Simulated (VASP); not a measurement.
# Sn (P6_3/mmc) in VASP: notebook

The runs below take Sn through single point, with PBE.

Program: VASP 6.6.1. These are calculated values, not measurements. Logs are shortened: lines on timing, memory, paths and dates and some standing lists are left out, and cuts for length are marked.

### Step 1. The cell of the first run

Symmetry: P6_3/mmc, No. 194, hexagonal system. Conventional cell: a = 2.511 Å, b = 2.511 Å, c = 4.062 Å, α = 90.00°, β = 90.00°, γ = 120.00°. Sn (site symmetry -6m2) has 12 Sn at 2.50 to 2.51 Å within 3.3 Å.

This isn't the form of Sn at room conditions, which is tetragonal (white tin).

### Step 2. Single point, PBE

INCAR

```
PREC = Accurate
ENCUT = 520
EDIFF = 1E-6
ISMEAR = -1
SIGMA = 0.05
LREAL = F
LASPH = T
NELM = 100
ALGO = Normal
ISIF = 2
LWAVE = F
LCHARG = F
GGA = PE
NBANDS = 21
```

KPOINTS

```
Automatic mesh
0
Gamma
  13 13 7
```

POSCAR

```
Sn
1.0
    2.5111450301      0.0000000000      0.0000000000
   -1.2555725151      2.1747153887      0.0000000000
    0.0000000000      0.0000000000      4.0616126478
Sn
2
Direct
    0.3333333333      0.6666666667      0.2500000000
    0.6666666667      0.3333333333      0.7500000000
```

Potentials or basis: VASP PAW PBE potentials, release 64 (Sn_d).

Started as:

```console
$ cat potpaw_PBE.64/Sn_d/POTCAR > POTCAR
$ mpirun -np 1 vasp_std > vasp.out
```

OUTCAR:

```text
PREC = Accurate
   ENCUT = 520
   EDIFF = 1E-6
   ISMEAR = -1
   LREAL = F
   LASPH = T
   NELM = 100
   ISIF = 2
   GGA = PE

 ion  position               nearest neighbor table
   1  0.333  0.667  0.250-   2 2.50   2 2.50   2 2.50   2 2.50   2 2.50   2 2.50   2 3.54   2 3.54
                             2 3.54   2 3.54   2 3.54   2 3.54
   2  0.667  0.333  0.750-   1 2.50   1 2.50   1 2.50   1 2.50   1 2.50   1 2.50   1 3.54   1 3.54
                             1 3.54   1 3.54   1 3.54   1 3.54

  LATTYP: Found a hexagonal cell.
 ALAT       =     2.5111450301
 C/A-ratio  =     1.6174345166

  Lattice vectors:

 A1 = (   2.5111450301,   0.0000000000,   0.0000000000)
 A2 = (  -1.2555725151,   2.1747153887,   0.0000000000)
 A3 = (   0.0000000000,   0.0000000000,   4.0616126478)

Analysis of symmetry for initial positions (statically):
=====================================================================
 Subroutine PRICEL returns:
 Original cell was already a primitive cell.

 Routine SETGRP: Setting up the symmetry group for a
 hexagonal supercell.

 Subroutine GETGRP returns: Found 24 space group operations
 (whereof 12 operations were pure point group operations)
 out of a pool of 24 trial point group operations.

The static configuration has the point symmetry D_3d.
 The point group associated with its full space group is D_6h.

Analysis of symmetry for dynamics (positions and initial velocities):
=====================================================================
 Subroutine PRICEL returns:
 Original cell was already a primitive cell.

 Routine SETGRP: Setting up the symmetry group for a
 hexagonal supercell.

 Subroutine GETGRP returns: Found 24 space group operations
 (whereof 12 operations were pure point group operations)
 out of a pool of 24 trial point group operations.

The dynamic configuration has the point symmetry D_3d.
 The point group associated with its full space group is D_6h.

 Subroutine INISYM returns: Found 24 space group operations
 (whereof 12 operations are pure point group operations),
 and found     1 'primitive' translations

----------------------------------------------------------------------------------------

                                     Primitive cell
[... 74 lines left out ...]
   number of dos      NEDOS =    301   number of ions     NIONS =      2
   total plane-waves  NPLWV =  12000
   dimension x,y,z NGX =    20 NGY =   20 NGZ =   30
   dimension x,y,z NGXF=    40 NGYF=   40 NGZF=   60
   ions per type =               2
   NGX,Y,Z   is equivalent  to a cutoff of  13.24, 13.24, 12.28 a.u.
   NGXF,Y,Z  is equivalent  to a cutoff of  26.48, 26.48, 24.56 a.u.
 SYSTEM =  unknown system
   PREC   = accura    normal or accurate (medium, high low for compatibility)
   ISTART =      0    job   : 0-new  1-cont  2-samecut
   ICHARG =      2    charge: 1-file 2-atom 10-const
   ISPIN  =      1    spin polarized calculation?
   LNONCOLLINEAR =      F non collinear calculations
   LSORBIT =      F    spin-orbit coupling
   LASPH  =      T    aspherical Exc in radial PAW
   ENCUT  =  520.0 eV  38.22 Ry    6.18 a.u.   4.67  4.67  7.55*2*pi/ulx,y,z
   NELM   =    100;   NELMIN=  2; NELMDL= -5     # of ELM steps
   EDIFF  = 0.1E-05   stopping-criterion for ELM
   LREAL  =      F    real-space projection
   EDIFFG = 0.1E-04   stopping-criterion for IOM
   NSW    =      0    number of steps for IOM
   IBRION =     -1    ionic relax: 0-MD 1-quasi-New 2-CG
   NFREE  =      0    steps in history (QN), initial steepest desc. (CG)
   ISIF   =      2    stress and relaxation
   ISYM   =      2    0-nonsym 1-usesym 2-fastsym
   POTIM  = 0.5000    time-step for ionic-motion
   TEBEG  =    0.0;   TEEND  =   0.0 temperature during run
   PSTRESS=    0.0 pullay stress
   NELECT =      28.0000    total number of electrons
   NUPDOWN=      -1.0000    fix difference up-down
   EMIN   =  10.00;   EMAX   =-10.00  energy-range for DOS
   EFERMI =   0.00;   METHOD = LEGACY
   ISMEAR =    -1;   SIGMA  =   0.05  broadening in eV -4-tet -1-fermi 0-gaus
   EFERMI_NEDOS =   21; number of points for ismear=-14 and -15
   IALGO  =     38    algorithm
   IMIX   =      4    mixing-type and parameters
     AMIX     =   0.40;   BMIX     =  1.00
     AMIX_MAG =   1.60;   BMIX_MAG =  1.00
  volume/ion in A,a.u.               =      11.09        74.84
  Fermi-wavevector in a.u.,A,eV,Ry     =   1.769307  3.343506 42.592334  3.130448
  Thomas-Fermi vector in A             =   2.836322
   LORBIT       =      0    0 simple, 1 ext, 2 COOP (PROOUT), +10 PAW based schemes
   GGA     = PE    functional components
[... 5 lines left out ...]
 non-spin polarized calculation
  energy-cutoff  :      520.00
  volume of cell :       22.18
 maximum number of plane-waves:       608
 NGX is ok and might be reduce to    20
   NGX =  9   NGY =  9   NGZ = 15

 number of electron      28.0000009 magnetization

 Free energy of the ion-electron system (eV)
  ---------------------------------------------------
  ext. energy  EPLUGINS =         0.00000000
  ---------------------------------------------------
  free energy    TOTEN  =         9.33915803 eV

  energy without entropy =        9.34213211  energy(sigma->0) =        9.34064507

 E-fermi :  26.1514     XC(G=0): -15.3744

 val. band max:       26.1326472487   @ k =   0.3846   0.1538   0.4286
 cond. band min:      26.1924705379   @ k =   0.4615   0.0769   0.0000
 fundamental gap:      0.0598232892
 Fermi energy:        26.1514119983

 k-point     1 :       0.0000    0.0000    0.0000
  band No.  band energies     occupation
      1       0.2344      2.00000
      2       1.1124      2.00000
      3       1.2077      2.00000
      4       1.2077      2.00000
      5       1.4083      2.00000
      6       1.4083      2.00000
[... 565 lines left out ...]
     20      41.0312      0.00000
     21      41.3617      0.00000

 [... further k-points ...]
[... 5 lines left out ...]
  --------------------------------------------------------------------------------------
  -------------------------------------------------------------------------------------
  Total       54.5441466     54.5441466     54.5431707     -0.0000000      0.0000000      0.0000000
  in kB     3939.9073300   3939.9073302   3939.8368390     -0.0000001      0.0000000      0.0000000
  external PRESSURE =    3939.8838331 kB  Pullay stress =       0.0000000 kB

 VOLUME and BASIS-vectors are now :
 -----------------------------------------------------------------------------
  energy-cutoff  :      520.00
  volume of cell :       22.18
      direct lattice vectors                 reciprocal lattice vectors
     2.511145030  0.000000000  0.000000000     0.398224709  0.229915143  0.000000000
    -1.255572515  2.174715389  0.000000000     0.000000000  0.459830286  0.000000000
     0.000000000  0.000000000  4.061612648     0.000000000  0.000000000  0.246207624

 POSITION                                       TOTAL-FORCE (eV/Angst)
 -----------------------------------------------------------------------------------
     -0.00000      1.44981      1.01540        -0.000000     -0.000000      0.000000
      1.25557      0.72491      3.04621         0.000000      0.000000      0.000000
 -----------------------------------------------------------------------------------
    total drift:                                0.000000     -0.000000      0.000000

  FREE ENERGIE OF THE ION-ELECTRON SYSTEM (eV)
  ---------------------------------------------------
  free  energy   TOTEN  =         9.3391580307 eV

  energy  without entropy=        9.3421321103  energy(sigma->0) =        9.34064507
```

OSZICAR:

```text
N       E                     dE             d eps       ncg     rms          rms(c)
DAV:   1     0.216485270688E+03    0.21649E+03   -0.13713E+04  4056   0.273E+03
DAV:   2     0.252335041017E+02   -0.19125E+03   -0.18562E+03  3563   0.470E+02
DAV:   3     0.882038987640E+01   -0.16413E+02   -0.16160E+02  4027   0.125E+02
DAV:   4     0.849547136547E+01   -0.32492E+00   -0.32462E+00  4081   0.180E+01
DAV:   5     0.848683886804E+01   -0.86325E-02   -0.86320E-02  4521   0.279E+00    0.104E+01
DAV:   6     0.901861031696E+01    0.53177E+00   -0.56695E-02  5268   0.529E+00    0.596E+00
DAV:   7     0.933691802038E+01    0.31831E+00   -0.90013E-02  5334   0.554E+00    0.156E-01
DAV:   8     0.933877655482E+01    0.18585E-02   -0.77309E-03  5168   0.119E+00    0.120E-01
DAV:   9     0.933896964961E+01    0.19309E-03   -0.44163E-04  5053   0.238E-01    0.686E-02
DAV:  10     0.933913319028E+01    0.16354E-03   -0.42414E-05  4796   0.129E-01    0.147E-02
DAV:  11     0.933915745714E+01    0.24267E-04   -0.57349E-06  4980   0.421E-02    0.434E-03
DAV:  12     0.933915803065E+01    0.57352E-06   -0.15029E-07  2584   0.457E-03
   1 F= 0.93391580E+01 E0= 0.93406451E+01  d E =-.297408E-02
```

stdout:

```text
POSCAR found type information on POSCAR Sn
 POSCAR found :  1 types and       2 ions
 scaLAPACK will be used
 LDA part: xc-table for (Slater+PW92), standard interpolation
 POSCAR, INCAR and KPOINTS ok, starting setup
 FFT: planning ... GRIDC
 FFT: planning ... GRID_SOFT
 FFT: planning ... GRID
 WAVECAR not read
 entering main loop
```

It took 24 s on 1 thread of Intel Xeon Platinum 8488C (Sapphire Rapids), shared host; peak memory 0.15 GiB.

What came out:

```yaml
Free_energy: 9.3392 eV
Pressure: 394.0 GPa
Band_gap_on_the_k_mesh: zero (bands 14 and 15 overlap by 12.19 eV)
```

Caveat: the cell stands under pressure; spin-orbit coupling is left out, which moves the levels of the heavy elements.

### Step 3. Single point, PBE (11.09 Å³/atom)

INCAR

```
SYSTEM = Sn
PREC = Accurate
ENCUT = 520
EDIFF = 1E-7
ISMEAR = -1
SIGMA = 0.05
LREAL = .False.
LASPH = .True.
NELM = 80
ALGO = Normal
ISIF = 2
LWAVE = .False.
LCHARG = .True.
GGA = PE
LELF = .True.
LVHAR = .True.
NBANDS = 21
```

KPOINTS

```
regular mesh
0
Gamma
  13 13 7
  0 0 0
```

POSCAR is that of step 2.

Potentials or basis: VASP PAW PBE potentials, release 64 (Sn_d).

Started as:

```console
$ cat potpaw_PBE.64/Sn_d/POTCAR > POTCAR
$ mpirun -np 1 vasp_std > vasp.out
```

Wall time 31 s (1 thread of Intel Xeon Platinum 8488C (Sapphire Rapids), shared host); peak memory 0.15 GiB.

The run converged. Its results:

| Item | Value |
| --- | --- |
| Free energy | 9.3392 eV |
| Pressure | 394.1 GPa |
| Band gap on the k mesh | zero (bands 14 and 15 overlap by 12.20 eV) |

Levels at points of the mesh, in eV from the Fermi level:
| k point | band 10 | band 11 | band 12 | band 13 | band 14 | band 15 | band 16 | band 17 | band 18 | band 19 |
| --- | --- | --- | --- | --- | --- | --- | --- | --- | --- | --- |
| (0.00, 0.00, 0.00) | -23.39 | -22.20 | -12.32 | -8.75 | 8.05 | 10.47 | 10.52 | 11.24 | 11.24 | 14.19 |

Caveat: the cell stands under pressure; spin-orbit coupling is left out, which moves the levels of the heavy elements.

### Step 4. Single point, PBE

This run uses another cell than the first one, of 13.86 Å³/atom.

INCAR

```
SYSTEM = Sn
ALGO     = Normal         ! electronic algorithm
EDIFF    = 1E-7           ! SCF threshold, eV
ENCUT    = 520            ! plane-wave cutoff, eV
GGA      = PE             ! functional
ISIF     = 2              ! what is computed and relaxed
ISMEAR   = -1             ! smearing method
LASPH    = .True.         ! aspherical terms in the spheres
LCHARG   = .True.         ! write CHGCAR
LELF     = .True.         ! ELF
LREAL    = .False.        ! projectors in reciprocal space
LVHAR    = .True.       
LWAVE    = .False.        ! write WAVECAR
NBANDS   = 21             ! bands
NELM     = 80             ! most SCF steps
PREC     = Accurate       ! precision mode
SIGMA    = 0.05           ! smearing width, eV
```

KPOINTS

```
k-points
0
Gamma
  13 13 7
  0 0 0
```

POSCAR

```
Sn
1.0
    2.7069177021      0.0000000000      0.0000000000
   -1.3534588510      2.3442594960      0.0000000000
    0.0000000000      0.0000000000      4.3692007876
Sn
2
Direct
    0.3333333333      0.6666666667      0.2500000000
    0.6666666667      0.3333333333      0.7500000000
```

Potentials or basis: VASP PAW PBE potentials, release 64 (Sn_d).

Started as:

```console
$ cat potpaw_PBE.64/Sn_d/POTCAR > POTCAR
$ mpirun -np 1 vasp_std > vasp.out
```

OUTCAR:

```text
SYSTEM = Sn
   EDIFF = 1E-7
   ENCUT = 520
   GGA = PE
   ISIF = 2
   ISMEAR = -1
   LASPH = .True.
   LREAL = .False.
   NELM = 80
   PREC = Accurate

 ion  position               nearest neighbor table
   1  0.333  0.667  0.250-   2 2.69   2 2.69   2 2.69   2 2.69   2 2.69   2 2.69
   2  0.667  0.333  0.750-   1 2.69   1 2.69   1 2.69   1 2.69   1 2.69   1 2.69

  LATTYP: Found a hexagonal cell.
 ALAT       =     2.7069177021
 C/A-ratio  =     1.6140870423

  Lattice vectors:

 A1 = (   2.7069177021,   0.0000000000,   0.0000000000)
 A2 = (  -1.3534588510,   2.3442594960,   0.0000000000)
 A3 = (   0.0000000000,   0.0000000000,   4.3692007876)

Analysis of symmetry for initial positions (statically):
=====================================================================
 Subroutine PRICEL returns:
 Original cell was already a primitive cell.

 Routine SETGRP: Setting up the symmetry group for a
 hexagonal supercell.

 Subroutine GETGRP returns: Found 24 space group operations
 (whereof 12 operations were pure point group operations)
 out of a pool of 24 trial point group operations.
[... 154 lines left out ...]

 number of electron      28.0000002 magnetization

 Free energy of the ion-electron system (eV)
  ---------------------------------------------------
  ext. energy  EPLUGINS =         0.00000000
  ---------------------------------------------------
  free energy    TOTEN  =         0.11054138 eV

  energy without entropy =        0.11321742  energy(sigma->0) =        0.11187940

 E-fermi :  20.0509     XC(G=0): -13.9611

 val. band max:       19.9048774222   @ k =   0.4615   0.0000   0.0000
 cond. band min:      20.1078426789   @ k =   0.3846   0.1538   0.4286
 fundamental gap:      0.2029652567
 Fermi energy:        20.0509317774

 k-point     1 :       0.0000    0.0000    0.0000
  band No.  band energies     occupation
      1      -3.7657      2.00000
      2      -3.3805      2.00000
      3      -3.3180      2.00000
      4      -3.3180      2.00000
      5      -3.2109      2.00000
      6      -3.2109      2.00000
[... 565 lines left out ...]
     20      33.3872      0.00000
     21      34.0342      0.00000

 [... further k-points ...]
[... 5 lines left out ...]
  --------------------------------------------------------------------------------------
  -------------------------------------------------------------------------------------
  Total       29.9493574     29.9493574     30.0711640      0.0000000      0.0000000     -0.0000000
  in kB     1730.6743269   1730.6743269   1737.7131303      0.0000000      0.0000000     -0.0000000
  external PRESSURE =    1733.0205947 kB  Pullay stress =       0.0000000 kB

 VOLUME and BASIS-vectors are now :
 -----------------------------------------------------------------------------
  energy-cutoff  :      520.00
  volume of cell :       27.73
      direct lattice vectors                 reciprocal lattice vectors
     2.706917702  0.000000000  0.000000000     0.369423865  0.213286968  0.000000000
    -1.353458851  2.344259496  0.000000000     0.000000000  0.426573936  0.000000000
     0.000000000  0.000000000  4.369200788     0.000000000  0.000000000  0.228874810

 POSITION                                       TOTAL-FORCE (eV/Angst)
 -----------------------------------------------------------------------------------
     -0.00000      1.56284      1.09230        -0.000000      0.000000      0.000000
      1.35346      0.78142      3.27690         0.000000     -0.000000      0.000000
 -----------------------------------------------------------------------------------
    total drift:                                0.000000     -0.000000      0.000000

  FREE ENERGIE OF THE ION-ELECTRON SYSTEM (eV)
  ---------------------------------------------------
  free  energy   TOTEN  =         0.1105413827 eV

  energy  without entropy=        0.1132174238  energy(sigma->0) =        0.11187940
```

Run time: 32 s. Hardware: 1 thread of Intel Xeon Platinum 8488C (Sapphire Rapids), shared host; peak memory 0.16 GiB.

Results:

* Free energy: 0.1105 eV
* Pressure: 173.3 GPa
* Band gap on the k mesh: zero (bands 14 and 15 overlap by 13.36 eV)

Stress tensor (GPa, compression positive):
```
173.07   0.00   0.00
  0.00 173.07   0.00
  0.00   0.00 173.77
```

Levels at points of the mesh, in eV from the Fermi level:
```
           k point  band 12  band 13  band 14  band 15  band 16  band 17
(0.00, 0.00, 0.00)    -9.80    -8.27     9.30     9.73     9.73    11.18
```

Caveat: the cell stands under pressure; spin-orbit coupling is left out, which moves the levels of the heavy elements.

### Step 5. Single point, PBE

This run uses another cell than the first one, of 16.64 Å³/atom.

INCAR

```
SYSTEM = Sn
ALGO = Normal
EDIFF = 1E-7
ENCUT = 520
GGA = PE
ISIF = 2
ISMEAR = -1
LASPH = .TRUE.
LCHARG = .FALSE.
LREAL = .FALSE.
LWAVE = .FALSE.
NBANDS = 21
NELM = 80
PREC = Accurate
SIGMA = 0.05
```

KPOINTS

```
k-points
0
G
  13 13 7
  0 0 0
```

POSCAR

```
Sn
1.0
    2.8729128576      0.0000000000      0.0000000000
   -1.4364564288      2.4880155175      0.0000000000
    0.0000000000      0.0000000000      4.6546651910
Sn
2
Direct
    0.3333333333      0.6666666667      0.2500000000
    0.6666666667      0.3333333333      0.7500000000
```

Started as:

```console
$ cat potpaw_PBE.64/Sn_d/POTCAR > POTCAR
$ mpirun -np 1 vasp_std > vasp.out
```

It took 45 s on 1 thread of Intel Xeon Platinum 8488C (Sapphire Rapids), shared host; peak memory 0.18 GiB.

The run converged. Its results:

| Property | Result |
| --- | --- |
| Free energy | -4.0964 eV |
| Pressure | 81.9 GPa |
| Band gap on the k mesh | zero (bands 14 and 15 overlap by 12.54 eV) |

Levels at points of the mesh, in eV from the Fermi level:
| k point | band 10 | band 11 | band 12 | band 13 | band 14 | band 15 | band 16 | band 17 | band 18 | band 19 |
| --- | --- | --- | --- | --- | --- | --- | --- | --- | --- | --- |
| (0.00, 0.00, 0.00) | -21.91 | -15.94 | -8.01 | -7.78 | 8.67 | 8.67 | 9.91 | 11.17 | 11.17 | 11.26 |

Caveat: the cell stands under pressure; spin-orbit coupling is left out, which moves the levels of the heavy elements.

### Step 6. Single point, PBE (16.64 Å³/atom)

This run uses another cell than the first one, of 16.64 Å³/atom.

INCAR

```
PREC     = Accurate       # precision mode
ENCUT    = 520            # plane-wave cutoff, eV
EDIFF    = 1E-6           # SCF threshold, eV
ISMEAR   = -1             # smearing method
SIGMA    = 0.05           # smearing width, eV
LREAL    = False          # projectors in reciprocal space
LASPH    = True           # aspherical terms in the spheres
NELM     = 60             # most SCF steps
ALGO     = Normal         # electronic algorithm
ISIF     = 2              # what is computed and relaxed
LWAVE    = False          # write WAVECAR
LCHARG   = True           # write CHGCAR
GGA      = PE             # functional
LELF     = True           # ELF
LVHAR    = True         
NBANDS   = 21             # bands
```

KPOINTS

```
Automatic mesh
0
Gamma
  13 13 7
```

POSCAR is that of step 5.

Potentials or basis: VASP PAW PBE potentials, release 64 (Sn_d).

Started as:

```console
$ cat potpaw_PBE.64/Sn_d/POTCAR > POTCAR
$ mpirun -np 1 vasp_std > vasp.out
```

Run time: 50 s. Hardware: 1 thread of Intel Xeon Platinum 8488C (Sapphire Rapids), shared host; peak memory 0.18 GiB.

The run converged. Its results:

```
Free energy            : -4.0964 eV
Pressure               : 81.8 GPa
Band gap on the k mesh : zero (bands 14 and 15 overlap by 12.54 eV)
```

Levels at points of the mesh, in eV from the Fermi level:
```tsv
k point	band 12	band 13	band 14	band 15	band 16	band 17
(0.00, 0.00, 0.00)	-8.01	-7.78	8.67	8.67	9.91	11.17
```

Caveat: the cell stands under pressure; spin-orbit coupling is left out, which moves the levels of the heavy elements.

### Step 7. The runs side by side

```csv
cell,gap on the mesh (eV),pressure (GPa)
"a = 2.511, b = 2.511, c = 4.062 Å, angles 90.0, 90.0, 120.0°, 2 atoms",none,394.1
"a = 2.707, b = 2.707, c = 4.369 Å, angles 90.0, 90.0, 120.0°, 2 atoms",none,173.3
"a = 2.873, b = 2.873, c = 4.655 Å, angles 90.0, 90.0, 120.0°, 2 atoms",none,81.8
```

Alike in all rows: task single point; level PBE; potentials or basis VASP PAW PBE potentials, release 64 (Sn_d); no spin polarisation; k mesh 13 × 13 × 7; cutoff (eV) 520; smearing fermi-dirac 0.05 eV.

Caveats: the cell stands under pressure; spin-orbit coupling is left out, which moves the levels of the heavy elements.

Absolute energies hang on the potentials; compare differences alone.
